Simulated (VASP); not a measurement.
TiC:

```xyz
2
Lattice="0.0000 2.1657 2.1657 2.1657 0.0000 2.1657 2.1657 2.1657 0.0000" Properties=species:S:1:pos:R:3 pbc="T T T"
Ti    0.0000    0.0000    0.0000
C     2.1657    2.1657    2.1657
```

Base run:

| Property | Result |
| --- | --- |
| Program | VASP 6.6.1 |
| Functional | PBE |
| Potentials or basis | VASP PAW PBE potentials, release 64 (Ti_sv, C) |
| Cutoff | 520 eV |
| k mesh | 9 × 9 × 9 |
| Occupations | fermi-dirac, width 0.05 eV |
| Spin | no spin polarisation |

Its results: band gap on the k mesh zero (band 8 reaches 10.10 eV, above the bottom of band 9 at 9.04 eV); pressure 0.5 GPa.

Task: The run is repeated on the same cell with these changes: functional from PBE to PBEsol; further incar settings from ALGO = Normal; EDIFF = 1e-07; NBANDS = 15 to ALGO = Normal; EDIFF = 1e-06; NBANDS = 15. What comes out?

Result: Band gap on the k mesh zero (band 8 reaches 9.96 eV, above the bottom of band 9 at 8.93 eV); pressure -6.5 GPa.

Caveats: the PAW data sets were made with another functional, which shifts forces and pressure a little (some runs).
